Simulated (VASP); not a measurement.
Write the native input for VASP 6.6.1 that does the following.

* Task: single point
* Functional: PBEsol
* Potentials or basis: VASP PAW PBE potentials, release 64 (Cu, O)
* Cutoff: 520 eV
* k mesh: 14 × 14 × 8
* Occupations: gaussian, width 0.05 eV
* Spin: no spin polarisation
* Hubbard terms: Cu d U = 4.0 eV
* Dipole correction: no
* Further INCAR settings: ALGO = Normal; EDIFF = 1e-06; NBANDS = 25

The structure of CuO lies in POSCAR:

```
CuO
1.0
    1.9909680000     -2.1535500000      0.0000000000
    1.9909680000      2.1535500000      0.0000000000
    0.0000000000      0.0000000000      5.1559280000
Cu O
2 2
Direct
    0.0000000000      0.5000000000      0.0000000000
    0.5000000000      0.0000000000      0.5000000000
    0.5000000000      0.5000000000      0.2500000000
    0.5000000000      0.5000000000      0.7500000000
```

One way to write it, as run:

INCAR

```
  ALGO = Normal
  EDIFF = 1E-6
  ENCUT = 520
  GGA = PS
  ISIF = 2
  ISMEAR = 0
  LASPH = True
  LCHARG = True
  LDAU = True
  LDAUJ = 0 0
  LDAUL = 2 -1
  LDAUPRINT = 1
  LDAUTYPE = 2
  LDAUU = 4 0
  LELF = True
  LMAXMIX = 4
  LREAL = False
  LVHAR = True
  LWAVE = False
  NBANDS = 25
  NELM = 150
  PREC = Accurate
  SIGMA = 0.05
```

KPOINTS

```
k-points
0
Gamma
  14 14 8
```

Potentials or basis: VASP PAW PBE potentials, release 64 (Cu, O).

Run with:

```sh
$ cat potpaw_PBE.64/Cu/POTCAR potpaw_PBE.64/O/POTCAR > POTCAR
$ mpirun -np 1 vasp_std > vasp.out
```

It gave:

```json
{
 "Pressure": "-7.6 GPa",
 "Band gap on the k mesh": "zero (band 17 reaches 4.96 eV, above the bottom of band 18 at 3.82 eV)"
}
```

Caveat: the PAW data sets were made with another functional, which shifts forces and pressure a little; U without spin polarisation on a metal has little footing.

Run time: 3.7 min on 1 thread of Intel(R) Xeon(R) Platinum 8259CL CPU @ 2.50GHz (Skylake/Cascade Lake), on a shared host, peak memory 0.36 GiB.
